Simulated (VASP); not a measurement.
Set up this calculation in VASP 6.6.1, as the native input.

```yaml
Task: density of states
Functional: PBE
Potentials_or_basis: VASP PAW PBE potentials, release 64 (Li_sv, H, Ir)
Cutoff: 520 eV
k_mesh: 8 × 8 × 12
Occupations: gaussian, width 0.1 eV
Spin: no spin polarisation
Dipole_correction: no
k_mesh_for_the_DOS: 12 × 12 × 18
Occupations_for_the_DOS: tetrahedron
Further_INCAR_settings: ALGO = Normal; EDIFF = 1e-06; NBANDS = 20
```

Li2H5Ir:

```
Li H Ir
1.0
     4.81246    0.00000    0.00000
     0.00000    4.81246    0.00000
     0.00000    0.00000    3.26443
Li H Ir
2 5 1
Cartesian
  0.0000 2.4062 1.6322
  2.4062 0.0000 1.6322
  0.0000 0.0000 1.6322
  1.1869 1.1869 0.0000
  3.6255 1.1869 0.0000
  3.6255 3.6255 0.0000
  1.1869 3.6255 0.0000
  0.0000 0.0000 0.0000
```

The input as run:

POSCAR

```
Li2H5Ir
1.0
    4.8124629000      0.0000000000      0.0000000000
    0.0000000000      4.8124629000      0.0000000000
    0.0000000000      0.0000000000      3.2644310000
Li H Ir
2 5 1
Direct
    0.0000000000      0.5000000000      0.5000000000
    0.5000000000      0.0000000000      0.5000000000
    0.0000000000      0.0000000000      0.5000000000
    0.2466350000      0.2466350000      0.0000000000
    0.7533650000      0.2466350000      0.0000000000
    0.7533650000      0.7533650000      0.0000000000
    0.2466350000      0.7533650000      0.0000000000
    0.0000000000      0.0000000000      0.0000000000
```

INCAR.step1

```
SYSTEM = Li2H5Ir
ALGO = Normal
EDIFF = 1E-6
ENCUT = 520
GGA = PE
ISIF = 2
ISMEAR = 0
LASPH = .True.
LCHARG = .True.
LMAXMIX = 4
LREAL = .False.
LWAVE = .False.
NBANDS = 20
NELM = 80
PREC = Accurate
SIGMA = 0.1
```

KPOINTS.step1

```
k-points
0
Gamma
  8 8 12
  0 0 0
```

INCAR.step2

```
SYSTEM = Li2H5Ir
ALGO = Normal
EDIFF = 1E-6
ENCUT = 520
GGA = PE
ICHARG = 11
ISIF = 2
ISMEAR = -5
LASPH = .True.
LCHARG = .False.
LMAXMIX = 4
LORBIT = 10
LREAL = .False.
LWAVE = .False.
NBANDS = 20
NEDOS = 1001
NELM = 80
PREC = Accurate
SIGMA = 0.1
```

KPOINTS.step2

```
k-points
0
Gamma
  12 12 18
  0 0 0
```

Potentials or basis: VASP PAW PBE potentials, release 64 (Li_sv, H, Ir).

Run with:

```sh
$ cat potpaw_PBE.64/Li_sv/POTCAR potpaw_PBE.64/H/POTCAR potpaw_PBE.64/Ir/POTCAR > POTCAR
$ cp INCAR.step1 INCAR
$ cp KPOINTS.step1 KPOINTS
$ mpirun -np 1 vasp_std > vasp.out
$ cp INCAR.step2 INCAR
$ cp KPOINTS.step2 KPOINTS
$ mpirun -np 1 vasp_std > vasp.out
```

It gave:

```
Valence electrons inside the program's atomic spheres : Li 2.04; H 0.63, 0.56; Ir 8.84
```

Caveat: spin-orbit coupling is left out, which moves the levels of the heavy elements.

It took 5.8 min on 1 thread of Oxide Virtual Turin-like Processor (shared host), peak memory 0.44 GiB.
